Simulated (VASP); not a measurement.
# Ni (C2/c) in VASP: further runs

Ni is run at these levels: LDA; tasks: single point.

All numbers are computed with VASP 6.6.1; they aren't measurements. Logs are shortened: lines on timing, memory, paths and dates and some standing lists are left out, and cuts for length are marked.

## Step 1: The cell of the first run

The typed cell holds 2 atoms: a = 4.051 Å, b = 4.051 Å, c = 2.319 Å, α = 97.87°, β = 97.87°, γ = 147.46°.

## Step 2: Single point, LDA (volume scaled by 0.88)

The input, INCAR:

```
  PREC = Accurate
  ENCUT = 520
  EDIFF = 1E-7
  ISMEAR = -1
  SIGMA = 0.1
  LREAL = F
  LASPH = T
  NELM = 60
  ALGO = Normal
  ISIF = 2
  LWAVE = F
  LCHARG = F
  GGA = CA
  NBANDS = 17
```

The input, KPOINTS:

```
regular mesh
0
Gamma
  17 17 17
```

The input, POSCAR:

```
Ni
1.0
   -2.7492890929      2.7496830086      1.1347907913
    2.7496830086     -2.7492890929      1.1347907913
    1.4299730726      1.4299730726     -1.1340693340
Ni
2
Direct
    0.0000233866      0.9999766134      1.0000000000
    0.7499766134      0.2500233866      0.5000000000
```

Potentials or basis: VASP PAW LDA potentials, release 64 (Ni).

Command:

```sh
cat potpaw_LDA.64/Ni/POTCAR > POTCAR
mpirun -np 1 vasp_std > vasp.out
```

OUTCAR:

```text
PREC = Accurate
   ENCUT = 520
   EDIFF = 1E-7
   ISMEAR = -1
   LREAL = F
   LASPH = T
   NELM = 60
   ISIF = 2
   GGA = CA

 ion  position               nearest neighbor table
   1  0.000  1.000  0.000-   2 2.26   2 2.26   2 2.26   2 2.26   2 2.77   2 2.77   2 2.78   2 2.78

   2  0.750  0.250  0.500-   1 2.26   1 2.26   1 2.26   1 2.26   1 2.77   1 2.77   1 2.78   1 2.78

  LATTYP: Found a base centered monoclinic cell.
 ALAT       =     2.2695816510
 B/A-ratio  =     3.4264997348
 C/A-ratio  =     1.0215840250
 COS(beta)  =    -0.4889107171

  Lattice vectors:

 A1 = (  -2.7492890929,   2.7496830086,   1.1347907913)
 A2 = (   2.7496830086,  -2.7492890929,   1.1347907913)
 A3 = (   1.4299730726,   1.4299730726,  -1.1340693340)

Analysis of symmetry for initial positions (statically):
=====================================================================
 Subroutine PRICEL returns:
 Original cell was already a primitive cell.

 Routine SETGRP: Setting up the symmetry group for a
 base centered monoclinic supercell.

 Subroutine GETGRP returns: Found  4 space group operations
 (whereof  2 operations were pure point group operations)
 out of a pool of  4 trial point group operations.

The static configuration has the point symmetry C_2 .
 The point group associated with its full space group is C_2h.

Analysis of symmetry for dynamics (positions and initial velocities):
=====================================================================
 Subroutine PRICEL returns:
 Original cell was already a primitive cell.

 Routine SETGRP: Setting up the symmetry group for a
 base centered monoclinic supercell.

 Subroutine GETGRP returns: Found  4 space group operations
 (whereof  2 operations were pure point group operations)
 out of a pool of  4 trial point group operations.

The dynamic configuration has the point symmetry C_2 .
 The point group associated with its full space group is C_2h.

 Subroutine INISYM returns: Found  4 space group operations
 (whereof  2 operations are pure point group operations),
 and found     1 'primitive' translations

----------------------------------------------------------------------------------------

                                     Primitive cell

  volume of cell :      17.8490

  direct lattice vectors                    reciprocal lattice vectors
    -2.749289093  2.749683009  1.134790791     0.083767187  0.265619356  0.440549209
     2.749683009 -2.749289093  1.134790791     0.265619356  0.083767187  0.440549209
     1.429973073  1.429973073 -1.134069334     0.349608811  0.349608811 -0.000121358

  length of vectors
     4.050567529  4.050567529  2.318568358     0.521204556  0.521204556  0.494421537

  position of ions in fractional coordinates (direct lattice)
     0.000023387  0.999976613  1.000000000
     0.749976613  0.250023387  0.500000000

  ion indices of the primitive-cell ions
   primitive index   ion index
                 1           1
                 2           2

----------------------------------------------------------------------------------------

 KPOINTS: regular mesh

Automatic generation of k-mesh.
 Grid dimensions read from file:
 generate k-points for:   17   17   17

 Generating k-lattice:

  Cartesian coordinates                     Fractional coordinates (reciprocal lattice)
     0.004927482  0.015624668  0.025914659     0.058823529  0.000000000 -0.000000000
     0.015624668  0.004927482  0.025914659     0.000000000  0.058823529 -0.000000000
     0.020565224  0.020565224 -0.000007139     0.000000000  0.000000000  0.058823529

  Length of vectors
     0.030659092  0.030659092  0.029083620

  Shift w.r.t. Gamma in fractional coordinates (k-lattice)
     0.000000000  0.000000000  0.000000000

 Subroutine IBZKPT returns following result:
 ===========================================

 Found   1305 irreducible k-points:

 Following reciprocal coordinates:
            Coordinates               Weight
  0.000000  0.000000  0.000000      1.000000
  0.058824  0.000000  0.000000      4.000000
  0.117647 -0.000000  0.000000      4.000000
  0.176471 -0.000000  0.000000      4.000000
  0.235294 -0.000000  0.000000      4.000000
  0.294118  0.000000  0.000000      4.000000
[... 16 lines left out ...]
 -0.176471  0.058824 -0.000000      4.000000
 -0.117647  0.058824  0.000000      4.000000
 [... further k-points ...]
   k-points           NKPTS =   1305   k-points in BZ     NKDIM =   1305   number of bands    NBANDS=     17
   number of dos      NEDOS =    301   number of ions     NIONS =      2
   total plane-waves  NPLWV =  16200
   dimension x,y,z NGX =    30 NGY =   30 NGZ =   18
   dimension x,y,z NGXF=    60 NGYF=   60 NGZF=   36
   ions per type =               2
   NGX,Y,Z   is equivalent  to a cutoff of  12.31, 12.31, 12.91 a.u.
   NGXF,Y,Z  is equivalent  to a cutoff of  24.63, 24.63, 25.81 a.u.
 SYSTEM =  unknown system
   PREC   = accura    normal or accurate (medium, high low for compatibility)
   ISTART =      0    job   : 0-new  1-cont  2-samecut
   ICHARG =      2    charge: 1-file 2-atom 10-const
   ISPIN  =      1    spin polarized calculation?
   LNONCOLLINEAR =      F non collinear calculations
   LSORBIT =      F    spin-orbit coupling
   LASPH  =      T    aspherical Exc in radial PAW
   ENCUT  =  520.0 eV  38.22 Ry    6.18 a.u.   7.53  7.53  4.31*2*pi/ulx,y,z
   NELM   =     60;   NELMIN=  2; NELMDL= -5     # of ELM steps
   EDIFF  = 0.1E-06   stopping-criterion for ELM
   LREAL  =      F    real-space projection
   EDIFFG = 0.1E-05   stopping-criterion for IOM
   NSW    =      0    number of steps for IOM
   IBRION =     -1    ionic relax: 0-MD 1-quasi-New 2-CG
   NFREE  =      0    steps in history (QN), initial steepest desc. (CG)
   ISIF   =      2    stress and relaxation
   ISYM   =      2    0-nonsym 1-usesym 2-fastsym
   POTIM  = 0.5000    time-step for ionic-motion
   TEBEG  =    0.0;   TEEND  =   0.0 temperature during run
   PSTRESS=    0.0 pullay stress
   NELECT =      20.0000    total number of electrons
   NUPDOWN=      -1.0000    fix difference up-down
   EMIN   =  10.00;   EMAX   =-10.00  energy-range for DOS
   EFERMI =   0.00;   METHOD = LEGACY
   ISMEAR =    -1;   SIGMA  =   0.10  broadening in eV -4-tet -1-fermi 0-gaus
   EFERMI_NEDOS =   21; number of points for ismear=-14 and -15
   IALGO  =     38    algorithm
   IMIX   =      4    mixing-type and parameters
     AMIX     =   0.40;   BMIX     =  1.00
     AMIX_MAG =   1.60;   BMIX_MAG =  1.00
  volume/ion in A,a.u.               =       8.92        60.23
  Fermi-wavevector in a.u.,A,eV,Ry     =   1.700382  3.213256 39.338513  2.891299
  Thomas-Fermi vector in A             =   2.780527
   LORBIT       =      0    0 simple, 1 ext, 2 COOP (PROOUT), +10 PAW based schemes
   GGA     = CA    functional components
   LHFCALC =     F    Hartree Fock is set to
   AEXX    =    0.0000 exact exchange contribution
   IVDW    =     0    specifies the selected vdW correction
   LEPSILON=     F    determine dielectric tensor
   LRPA    =     F    only Hartree local field effects (RPA)
 non-spin polarized calculation
  energy-cutoff  :      520.00
  volume of cell :       17.85
 maximum number of plane-waves:       499
 NGX is ok and might be reduce to    30
   NGX = 15   NGY = 15   NGZ =  9

 number of electron      20.0000012 magnetization

 Free energy of the ion-electron system (eV)
  ---------------------------------------------------
  ext. energy  EPLUGINS =         0.00000000
  ---------------------------------------------------
  free energy    TOTEN  =       -12.72696258 eV

  energy without entropy =      -12.58705538  energy(sigma->0) =      -12.65700898

 E-fermi :  12.0879     XC(G=0): -14.8184

 val. band max:       12.0873973177   @ k =   0.4118  -0.0000   0.4118
 cond. band min:      12.0878776059   @ k =   0.4118   0.2941   0.4118
 fundamental gap:      0.0004802882
 Fermi energy:        12.0878666919

 k-point     1 :       0.0000    0.0000    0.0000
  band No.  band energies     occupation
      1       1.7731      2.00000
      2       6.3838      2.00000
      3       8.9915      2.00000
      4       9.4334      2.00000
      5       9.9794      2.00000
      6       9.9924      2.00000
[... 9 lines left out ...]
     16      39.5287      0.00000
     17      42.3853      0.00000

 k-point     2 :       0.0588    0.0000    0.0000
  band No.  band energies     occupation
      1       1.9279      2.00000
      2       6.4801      2.00000
      3       9.0274      2.00000
      4       9.4737      2.00000
      5       9.9270      2.00000
      6       9.9563      2.00000
[... 9 lines left out ...]
     16      38.7249      0.00000
     17      40.6796      0.00000

 k-point     3 :       0.1176   -0.0000    0.0000
  band No.  band energies     occupation
      1       2.3831      2.00000
      2       6.7469      2.00000
      3       9.0690      2.00000
      4       9.4971      2.00000
      5       9.5365      2.00000
      6       9.8002      2.00000
[... 9 lines left out ...]
     16      37.5538      0.00000
     17      39.2226      0.00000

 k-point     4 :       0.1765   -0.0000    0.0000
  band No.  band energies     occupation
      1       3.1088      2.00000
      2       7.1063      2.00000
      3       8.6583      2.00000
      4       9.2072      2.00000
      5       9.4732      2.00000
      6       9.6578      2.00000
[... 9 lines left out ...]
     16      35.7602      0.00000
     17      38.1761      0.00000
[... 343 lines left out ...]
      1       3.2462      2.00000
      2       7.0367      2.00000
      3       8.6170      2.00000
      4       9.0818      2.00000
      5       9.4457      2.00000
      6       9.7138      2.00000
[... 9 lines left out ...]
     16      35.8586      0.00000
     17      37.8336      0.00000

 k-point    23 :      -0.1765    0.0588   -0.0000
  band No.  band energies     occupation
      1       2.4922      2.00000
      2       6.6924      2.00000
      3       9.0085      2.00000
      4       9.4162      2.00000
      5       9.5259      2.00000
      6       9.7722      2.00000
[... 9 lines left out ...]
     16      37.5195      0.00000
     17      38.5389      0.00000

 k-point    24 :      -0.1176    0.0588    0.0000
  band No.  band energies     occupation
      1       2.0027      2.00000
      2       6.4423      2.00000
      3       8.9945      2.00000
      4       9.4701      2.00000
      5       9.9294      2.00000
      6       9.9852      2.00000
[... 9 lines left out ...]
     16      38.3582      0.00000
     17      40.4006      0.00000

 [... further k-points ...]
[... 5 lines left out ...]
  --------------------------------------------------------------------------------------
  -------------------------------------------------------------------------------------
  Total        4.8151457      4.8151457      4.6727979      0.0834684     -0.0066341     -0.0066341
  in kB      432.2202035    432.2202035    419.4426908      7.4923475     -0.5954930     -0.5954917
  external PRESSURE =     427.9610326 kB  Pullay stress =       0.0000000 kB

 VOLUME and BASIS-vectors are now :
 -----------------------------------------------------------------------------
  energy-cutoff  :      520.00
  volume of cell :       17.85
      direct lattice vectors                 reciprocal lattice vectors
    -2.749289093  2.749683009  1.134790791     0.083767187  0.265619356  0.440549209
     2.749683009 -2.749289093  1.134790791     0.265619356  0.083767187  0.440549209
     1.429973073  1.429973073 -1.134069334     0.349608811  0.349608811 -0.000121358

 POSITION                                       TOTAL-FORCE (eV/Angst)
 -----------------------------------------------------------------------------------
      2.74955     -2.74916      1.13479         0.002951     -0.002951      0.000000
     -0.65943      2.08980      0.56776        -0.002951      0.002951     -0.000000
 -----------------------------------------------------------------------------------
    total drift:                               -0.000000     -0.000000      0.000000

  FREE ENERGIE OF THE ION-ELECTRON SYSTEM (eV)
  ---------------------------------------------------
  free  energy   TOTEN  =       -12.7269625798 eV

  energy  without entropy=      -12.5870553799  energy(sigma->0) =      -12.65700898
```

It took 5.4 min on 1 thread of AMD EPYC 7R13 (Zen 3), shared host; peak memory 0.39 GiB.

Results:

| Quantity | Value |
| --- | --- |
| Free energy | -12.7270 eV |
| Pressure | 42.8 GPa |
| Largest force | 0.004 eV/Å |
| Band gap on the k mesh | zero (band 10 reaches 12.39 eV, above the bottom of band 11 at 11.40 eV) |

Forces on the atoms (eV/Å):
```
Ni   0.003 -0.003  0.000
Ni  -0.003  0.003  0.000
```

Caveat: the run has no spin polarisation, though such a crystal can be magnetic. Spin polarisation is off, so any magnetic state and its effect on volume and gap are missing.

(Continued in part 2 of 2.)
